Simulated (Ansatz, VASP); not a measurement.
**One calculation of BeS4, two programs**

```
CELL_PARAMETERS angstrom
5.04384 0.00000 0.00000
0.00000 5.04384 0.00000
0.00000 0.00000 3.36728
ATOMIC_POSITIONS crystal
Be 0.50000 0.50000 0.00000
S 0.25170 0.25170 0.50000
S 0.74830 0.74830 0.50000
S 0.74830 0.25170 0.50000
S 0.25170 0.74830 0.50000
```

Alike in both runs: functional PBE; k mesh 4 × 4 × 6; occupations gaussian, width 0.1 eV; no spin polarisation.

Ansatz relaxed the structure, and its values are those at the end. VASP's run is a single point on that final structure, the one shown.

```csv
,VASP,Ansatz
version,VASP 6.6.1,Ansatz 0.2.0
potentials or method,"VASP PAW PBE potentials, release 64 (Be, S), cutoff 520 eV","scalar-relativistic, plane waves, PAW"
valence electrons in the cell,26,26
```

Ansatz gave:

* gap on the k mesh at the Fermi level (eV): none
* pressure (GPa): 0.0
* rms of the force components (eV/Å): 0.008

Q: Which values does VASP return?

A: gap on the k mesh at the Fermi level (eV): none; pressure (GPa): -0.2; rms of the force components (eV/Å): 0.001.

A gap of «none» marks a metal or a gap that the smearing closes.
